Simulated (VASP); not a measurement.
# Na2S (Fm-3m) in VASP: notebook

Na2S is run at these levels: PBE; tasks: relaxation of cell and atoms.

Everything below comes from runs of VASP 6.6.1. Logs are shortened: lines on timing, memory, paths and dates and some standing lists are left out, and cuts for length are marked.

### Step 1. The cell of the first run

Symmetry: Fm-3m, No. 225, cubic system. Conventional cell: a = 6.547 Å, b = 6.547 Å, c = 6.547 Å, α = 90.00°, β = 90.00°, γ = 90.00°. Na (site symmetry -43m) has 4 S at 2.83 Å and 6 Na at 3.27 Å within 3.7 Å. S (site symmetry m-3m) has 8 Na at 2.83 Å within 3.7 Å.

### Step 2. Relaxation of cell and atoms, PBE

The input, INCAR:

```
SYSTEM = Na2S
PREC     = Accurate       ! precision mode
ENCUT    = 500            ! plane-wave cutoff, eV
EDIFF    = 1E-7           ! SCF threshold, eV
ISMEAR   = 0              ! smearing method
SIGMA    = 0.02           ! smearing width, eV
LREAL    = .False.        ! projectors in reciprocal space
LASPH    = .True.         ! aspherical terms in the spheres
NELM     = 120            ! most SCF steps
ALGO     = Normal         ! electronic algorithm
ISIF     = 3              ! what is computed and relaxed
LWAVE    = .False.        ! write WAVECAR
LCHARG   = .False.        ! write CHGCAR
GGA      = PE             ! functional
IBRION   = 2              ! ionic algorithm
NSW      = 100            ! ionic steps
EDIFFG   = -0.005         ! ionic threshold
GGA_COMPAT= .False.      
NELMIN   = 4
```

The input, KPOINTS:

```
Automatic mesh
0
Gamma
  8 8 8
  0 0 0
```

The input, POSCAR:

```
Na2S
1.0
    0.0000000000      3.2735000000      3.2735000000
    3.2735000000      0.0000000000      3.2735000000
    3.2735000000      3.2735000000      0.0000000000
Na S
2 1
Direct
    0.2500000000      0.2500000000      0.2500000000
    0.7500000000      0.7500000000      0.7500000000
    0.0000000000      0.0000000000      0.0000000000
```

Potentials or basis: VASP PAW PBE potentials, release 64 (Na_pv, S).

On the command line:

```sh
$ cat potpaw_PBE.64/Na_pv/POTCAR potpaw_PBE.64/S/POTCAR > POTCAR
$ mpirun -np 1 vasp_std > vasp.out
```

OUTCAR:

```text
SYSTEM = Na2S
   PREC = Accurate
   ENCUT = 500
   EDIFF = 1E-7
   ISMEAR = 0
   LREAL = .False.
   LASPH = .True.
   NELM = 120
   ISIF = 3
   GGA = PE
   IBRION = 2
   NSW = 100
   EDIFFG = -0.005
   NELMIN = 4

 ion  position               nearest neighbor table
   1  0.250  0.250  0.250-
   2  0.750  0.750  0.750-
   3  0.000  0.000  0.000-

  LATTYP: Found a face centered cubic cell.
 ALAT       =     6.5470000000

  Lattice vectors:

 A1 = (   0.0000000000,   3.2735000000,   3.2735000000)
 A2 = (   3.2735000000,   0.0000000000,   3.2735000000)
 A3 = (   3.2735000000,   3.2735000000,   0.0000000000)

Analysis of symmetry for initial positions (statically):
=====================================================================
 Subroutine PRICEL returns:
 Original cell was already a primitive cell.

 Routine SETGRP: Setting up the symmetry group for a
 face centered cubic supercell.

 Subroutine GETGRP returns: Found 48 space group operations
 (whereof 48 operations were pure point group operations)
 out of a pool of 48 trial point group operations.

The static configuration has the point symmetry O_h .

Analysis of symmetry for dynamics (positions and initial velocities):
=====================================================================
 Subroutine PRICEL returns:
 Original cell was already a primitive cell.

 Routine SETGRP: Setting up the symmetry group for a
 face centered cubic supercell.

 Subroutine GETGRP returns: Found 48 space group operations
 (whereof 48 operations were pure point group operations)
 out of a pool of 48 trial point group operations.

The dynamic configuration has the point symmetry O_h .

 Subroutine INISYM returns: Found 48 space group operations
 (whereof 48 operations are pure point group operations),
 and found     1 'primitive' translations

----------------------------------------------------------------------------------------

                                     Primitive cell

  volume of cell :      70.1564

  direct lattice vectors                    reciprocal lattice vectors
     0.000000000  3.273500000  3.273500000    -0.152741714  0.152741714  0.152741714
     3.273500000  0.000000000  3.273500000     0.152741714 -0.152741714  0.152741714
     3.273500000  3.273500000  0.000000000     0.152741714  0.152741714 -0.152741714

  length of vectors
     4.629428096  4.629428096  4.629428096     0.264556409  0.264556409  0.264556409

  position of ions in fractional coordinates (direct lattice)
     0.250000000  0.250000000  0.250000000
     0.750000000  0.750000000  0.750000000
     0.000000000  0.000000000  0.000000000

  ion indices of the primitive-cell ions
   primitive index   ion index
                 1           1
                 2           2
                 3           3

----------------------------------------------------------------------------------------

 KPOINTS: Automatic mesh

Automatic generation of k-mesh.
 Grid dimensions read from file:
 generate k-points for:    8    8    8

 Generating k-lattice:

  Cartesian coordinates                     Fractional coordinates (reciprocal lattice)
    -0.019092714  0.019092714  0.019092714     0.125000000  0.000000000  0.000000000
     0.019092714 -0.019092714  0.019092714     0.000000000  0.125000000  0.000000000
     0.019092714  0.019092714 -0.019092714     0.000000000  0.000000000  0.125000000

  Length of vectors
     0.033069551  0.033069551  0.033069551

  Shift w.r.t. Gamma in fractional coordinates (k-lattice)
     0.000000000  0.000000000  0.000000000

 Subroutine IBZKPT returns following result:
 ===========================================

 Found     29 irreducible k-points:

 Following reciprocal coordinates:
            Coordinates               Weight
  0.000000  0.000000  0.000000      1.000000
  0.125000  0.000000  0.000000      8.000000
  0.250000  0.000000  0.000000      8.000000
  0.375000  0.000000  0.000000      8.000000
  0.500000  0.000000  0.000000      4.000000
  0.125000  0.125000  0.000000      6.000000
[... 16 lines left out ...]
  0.500000  0.250000  0.125000     48.000000
 -0.375000  0.250000  0.125000     24.000000
 [... further k-points ...]
   k-points           NKPTS =     29   k-points in BZ     NKDIM =     29   number of bands    NBANDS=     14
   number of dos      NEDOS =    301   number of ions     NIONS =      3
   total plane-waves  NPLWV =  46656
   dimension x,y,z NGX =    36 NGY =   36 NGZ =   36
   dimension x,y,z NGXF=    72 NGYF=   72 NGZF=   72
   ions per type =               2   1
   NGX,Y,Z   is equivalent  to a cutoff of  12.93, 12.93, 12.93 a.u.
   NGXF,Y,Z  is equivalent  to a cutoff of  25.86, 25.86, 25.86 a.u.
 SYSTEM =  Na2S
   PREC   = accura    normal or accurate (medium, high low for compatibility)
   ISTART =      0    job   : 0-new  1-cont  2-samecut
   ICHARG =      2    charge: 1-file 2-atom 10-const
   ISPIN  =      1    spin polarized calculation?
   LNONCOLLINEAR =      F non collinear calculations
   LSORBIT =      F    spin-orbit coupling
   LASPH  =      T    aspherical Exc in radial PAW
   ENCUT  =  500.0 eV  36.75 Ry    6.06 a.u.   8.44  8.44  8.44*2*pi/ulx,y,z
   NELM   =    120;   NELMIN=  4; NELMDL= -5     # of ELM steps
   EDIFF  = 0.1E-06   stopping-criterion for ELM
   LREAL  =      F    real-space projection
   EDIFFG = -.5E-02   stopping-criterion for IOM
   NSW    =    100    number of steps for IOM
   IBRION =      2    ionic relax: 0-MD 1-quasi-New 2-CG
   NFREE  =      1    steps in history (QN), initial steepest desc. (CG)
   ISIF   =      3    stress and relaxation
   ISYM   =      2    0-nonsym 1-usesym 2-fastsym
   POTIM  = 0.5000    time-step for ionic-motion
   TEBEG  =    0.0;   TEEND  =   0.0 temperature during run
   PSTRESS=    0.0 pullay stress
   NELECT =      20.0000    total number of electrons
   NUPDOWN=      -1.0000    fix difference up-down
   EMIN   =  10.00;   EMAX   =-10.00  energy-range for DOS
   EFERMI =   0.00;   METHOD = LEGACY
   ISMEAR =     0;   SIGMA  =   0.02  broadening in eV -4-tet -1-fermi 0-gaus
   EFERMI_NEDOS =   21; number of points for ismear=-14 and -15
   IALGO  =     38    algorithm
   IMIX   =      4    mixing-type and parameters
     AMIX     =   0.40;   BMIX     =  1.00
     AMIX_MAG =   1.60;   BMIX_MAG =  1.00
  volume/ion in A,a.u.               =      23.39       157.81
  Fermi-wavevector in a.u.,A,eV,Ry     =   1.077447  2.036079 15.794888  1.160892
  Thomas-Fermi vector in A             =   2.213359
   LORBIT       =      0    0 simple, 1 ext, 2 COOP (PROOUT), +10 PAW based schemes
   GGA     = PE    functional components
   LHFCALC =     F    Hartree Fock is set to
   AEXX    =    0.0000 exact exchange contribution
   IVDW    =     0    specifies the selected vdW correction
   LEPSILON=     F    determine dielectric tensor
   LRPA    =     F    only Hartree local field effects (RPA)
 conjugate gradient relaxation of ions
 non-spin polarized calculation
 Gauss-broadening in eV      SIGMA  =   0.02
  energy-cutoff  :      500.00
  volume of cell :       70.16
 maximum number of plane-waves:      1812
 NGX is ok and might be reduce to    36
   NGX = 17   NGY = 17   NGZ = 17

--------------------------------------- Ionic step        1  -------------------------------------------

 number of electron      19.9999989 magnetization

 Free energy of the ion-electron system (eV)
  ---------------------------------------------------
  ext. energy  EPLUGINS =         0.00000000
  ---------------------------------------------------
  free energy    TOTEN  =        -9.97539395 eV

  energy without entropy =       -9.97539395  energy(sigma->0) =       -9.97539395

------------------------ aborting loop because EDIFF is reached ----------------------------------------

  FORCE on cell =-STRESS in cart. coord.  units (eV):
  Direction    XX          YY          ZZ          XY          YZ          ZX
  --------------------------------------------------------------------------------------
  -------------------------------------------------------------------------------------
  Total        0.1206727      0.1206727      0.1206727     -0.0000000      0.0000000     -0.0000000
  in kB        2.7558303      2.7558303      2.7558303     -0.0000000      0.0000000     -0.0000000
  external PRESSURE =       2.7558303 kB  Pullay stress =       0.0000000 kB
[... 59 lines left out ...]
  energy  without entropy=       -9.9758755645  energy(sigma->0) =       -9.97587556

--------------------------------------- Ionic step        3  -------------------------------------------

 number of electron      19.9999995 magnetization

 Free energy of the ion-electron system (eV)
  ---------------------------------------------------
  ext. energy  EPLUGINS =         0.00000000
  ---------------------------------------------------
  free energy    TOTEN  =        -9.97595650 eV

  energy without entropy =       -9.97595650  energy(sigma->0) =       -9.97595650

 E-fermi :   0.3025     XC(G=0):  -7.7779

 val. band max:        0.1379350115   @ k =   0.0000   0.0000   0.0000
 cond. band min:       2.5841081628   @ k =   0.0000   0.0000   0.0000
 fundamental gap:      2.4461731513
 Fermi energy:         0.3025153055

 k-point     1 :       0.0000    0.0000    0.0000
  band No.  band energies     occupation
      1     -22.1296      2.00000
      2     -22.1296      2.00000
      3     -22.1296      2.00000
      4     -22.0781      2.00000
      5     -22.0781      2.00000
      6     -22.0781      2.00000
      7      -9.9876      2.00000
      8       0.1379      2.00000
      9       0.1379      2.00000
     10       0.1379      2.00000
     11       2.5841      0.00000
     12       7.8387      0.00000
     13       7.8387      0.00000
     14       7.8387      0.00000
[... 375 lines left out ...]
 k-point    24 :      -0.3750    0.2500    0.1250
  band No.  band energies     occupation
      1     -22.1371      2.00000
      2     -22.1330      2.00000
      3     -22.1061      2.00000
      4     -22.1059      2.00000
      5     -22.0794      2.00000
      6     -22.0785      2.00000
      7      -9.7127      2.00000
      8      -1.2553      2.00000
      9      -0.4764      2.00000
     10      -0.1293      2.00000
     11       5.4953      0.00000
     12       5.8037      0.00000
     13       7.5004      0.00000
     14       7.9047      0.00000

 [... further k-points ...]

------------------------ aborting loop because EDIFF is reached ----------------------------------------

  FORCE on cell =-STRESS in cart. coord.  units (eV):
  Direction    XX          YY          ZZ          XY          YZ          ZX
  --------------------------------------------------------------------------------------
  -------------------------------------------------------------------------------------
  Total        0.0015723      0.0015723      0.0015723      0.0000000      0.0000000     -0.0000000
  in kB        0.0355775      0.0355775      0.0355775      0.0000000      0.0000000     -0.0000000
  external PRESSURE =       0.0355775 kB  Pullay stress =       0.0000000 kB
[... 18 lines left out ...]
  FREE ENERGIE OF THE ION-ELECTRON SYSTEM (eV)
  ---------------------------------------------------
  free  energy   TOTEN  =        -9.9759565017 eV

  energy  without entropy=       -9.9759565017  energy(sigma->0) =       -9.97595650

 reached required accuracy - stopping structural energy minimisation
```

Wall time 57 s (1 thread of Intel Xeon Platinum 8488C (Sapphire Rapids), shared host); peak memory 0.2 GiB.

What came out:

- Free energy: -9.9760 eV
- Relaxed volume: 23.60 Å³/atom
- Relaxed cell: a = 4.644 Å, b = 4.644 Å, c = 4.644 Å, α = 60.00°, β = 60.00°, γ = 60.00°
- Space group after relaxing (to 0.05 Å): Fm-3m (No. 225)
- Energy gained by relaxing: 0.2 meV/atom
- Ionic steps: 3
- Pressure after relaxing: 0.0 GPa
- Band gap on the k mesh: 2.45 eV, direct

The path:
```tsv
step	energy change (eV)	largest force (eV/Å)	pressure (GPa)	volume (Å³)
1	0.0000	0.0000	0.28	70.16
2	-0.0005	0.0000	0.10	70.57
3	-0.0006	0.0000	0.00	70.81
```

Final structure:
```
CELL_PARAMETERS angstrom
0.00000 3.28360 3.28360
3.28360 0.00000 3.28360
3.28360 3.28360 0.00000
ATOMIC_POSITIONS crystal
Na 0.25000 0.25000 0.25000
Na 0.75000 0.75000 0.75000
S 0.00000 0.00000 0.00000
```

Levels at points of the mesh, in eV from the valence-band top:
| k point | band 8 | band 9 | band 10 | band 11 | band 12 | band 13 |
| --- | --- | --- | --- | --- | --- | --- |
| (0.00, 0.00, 0.00) | 0.00 | 0.00 | 0.00 | 2.45 | 7.70 | 7.70 |
| (0.50, 0.00, 0.00) | -1.62 | -0.13 | -0.13 | 4.74 | 6.40 | 7.12 |
| (0.50, 0.50, 0.00) | -1.45 | -0.45 | -0.45 | 3.84 | 5.97 | 8.36 |

A k mesh can miss the band edges. A hybrid or GW would open this gap; PBE tends to underestimate it.

### Step 3. Relaxation of cell and atoms, PBE

This run uses another cell than the first one, of 23.61 Å³/atom, 1.010 times its volume.

The input, INCAR:

```
SYSTEM = Na2S
PREC = Accurate
ENCUT = 500
EDIFF = 1E-7
ISMEAR = 0
SIGMA = 0.01
LREAL = .FALSE.
LASPH = .TRUE.
NELM = 120
ALGO = Normal
ISIF = 3
LWAVE = .FALSE.
LCHARG = .FALSE.
GGA = PE
IBRION = 2
NSW = 80
EDIFFG = -0.001
GGA_COMPAT = .FALSE.
NELMIN = 4
```

The input, KPOINTS:

```
regular mesh
0
G
  8 8 8
  0 0 0
```

The input, POSCAR:

```
Na2S
1.0
    0.0000000000      3.2840057979      3.2840057979
    3.2840057979      0.0000000000      3.2840057979
    3.2840057979      3.2840057979      0.0000000000
Na S
2 1
Direct
    0.2500000000      0.2500000000      0.2500000000
    0.7500000000      0.7500000000      0.7500000000
    0.0000000000      0.0000000000      0.0000000000
```

Potentials or basis: VASP PAW PBE potentials, release 64 (Na_pv, S).

On the command line:

```sh
$ cat potpaw_PBE.64/Na_pv/POTCAR potpaw_PBE.64/S/POTCAR > POTCAR
$ mpirun -np 1 vasp_std > vasp.out
```

Wall time 22 s (1 thread of Intel Xeon Platinum 8488C (Sapphire Rapids), shared host); peak memory 0.19 GiB.

It converged, with:

| Item | Value |
| --- | --- |
| Free energy | -9.9762 eV |
| Pressure after relaxing | 0.0 GPa |
| Band gap on the k mesh | 2.44 eV, direct |

Final structure:
```
CELL_PARAMETERS angstrom
0.00000 3.28401 3.28401
3.28401 0.00000 3.28401
3.28401 3.28401 0.00000
ATOMIC_POSITIONS crystal
Na 0.25000 0.25000 0.25000
Na 0.75000 0.75000 0.75000
S 0.00000 0.00000 0.00000
```

Levels at points of the mesh, in eV from the valence-band top:
```
           k point  band 7  band 8  band 9  band 10  band 11  band 12  band 13  band 14
(0.00, 0.00, 0.00)  -10.13    0.00    0.00     0.00     2.44     7.70     7.70     7.70
(0.50, 0.00, 0.00)   -9.89   -1.62   -0.13    -0.13     4.74     6.40     7.12     7.12
(0.50, 0.50, 0.00)   -9.81   -1.45   -0.45    -0.45     3.84     5.96     8.36     9.69
```

Caveat: the relaxation stopped at its first step, so nothing moved.
